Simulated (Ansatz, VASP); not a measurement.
# Two plane-wave programs on Ru

File INCAR:

```
SYSTEM = Ru
PREC = Accurate ; ENCUT = 520
EDIFF = 1E-6 ; ISMEAR = 0
SIGMA = 0.15 ; LREAL = .False.
LASPH = .True. ; NELM = 60
ALGO = Fast ; ISIF = 2
LWAVE = .False. ; LCHARG = .False.
GGA = PE ; NBANDS = 21
```

KPOINTS

```
regular mesh
0
Gamma
  24 24 14
  0 0 0
```

Contents of POSCAR:

```
Ru
1.0
    2.7200250909      0.0000000000      0.0000000000
   -1.3600125454      2.3556108276      0.0000000000
    0.0000000000      0.0000000000      4.2967694965
Ru
2
Direct
    0.3948413177      0.7116936363      0.2500000000
    0.6051586823      0.2883063637      0.7500000000
```

Input for Ansatz:

```yaml
crystal:
  lattice:
    - [2.7200250909, 0.0, 0.0]
    - [-1.3600125454, 2.3556108276, 0.0]
    - [0.0, 0.0, 4.2967694965]
  atoms:
    - { symbol: Ru, position: [0.3948413177, 0.7116936363, 0.25] }
    - { symbol: Ru, position: [0.6051586823, 0.2883063637, 0.75] }
basis:
  ecutwfc: 420
kpoints:
  mp_grid: { grid: [24, 24, 14] }
hamiltonian:
  xc: pbe
scf:
  occupations: { method: gaussian, width: 0.15 }
output:
  forces: true
  stress: true
  eigenvalues: true
```

Change from the starting cell: mode 4 (192.1 1/cm) frozen in, largest displacement +0.150 Å.

Alike in both runs: task single point; functional PBE; k mesh 24 × 24 × 14; occupations gaussian, width 0.15 eV; no spin polarisation.

|  | VASP | Ansatz |
| --- | --- | --- |
| version | VASP 6.6.1 | Ansatz 0.2.0 |
| potentials or method | VASP PAW PBE potentials, release 64 (Ru_pv), cutoff 520 eV | scalar-relativistic, plane waves, PAW |
| valence electrons in the cell | 28 | 32 |

Ansatz gave:

* gap on the k mesh at the Fermi level (eV): none
* pressure (GPa): 3.9
* traceless stress, the component that is largest in VASP (GPa): -6.04
* rms of the force components (eV/Å): 1.184

Q: What did VASP give for the same quantities?

A: gap on the k mesh at the Fermi level (eV): none; pressure (GPa): 3.8; traceless stress, the component that is largest in VASP (GPa): -6.08; rms of the force components (eV/Å): 1.182.

Atom by atom the forces differ by 0.003 eV/Å (rms over components). A gap of «none» marks a metal or a gap that the smearing closes. VASP's potentials hold 28 valence electrons a cell and Ansatz's 32, so a difference there can come from the potentials and not from the codes.
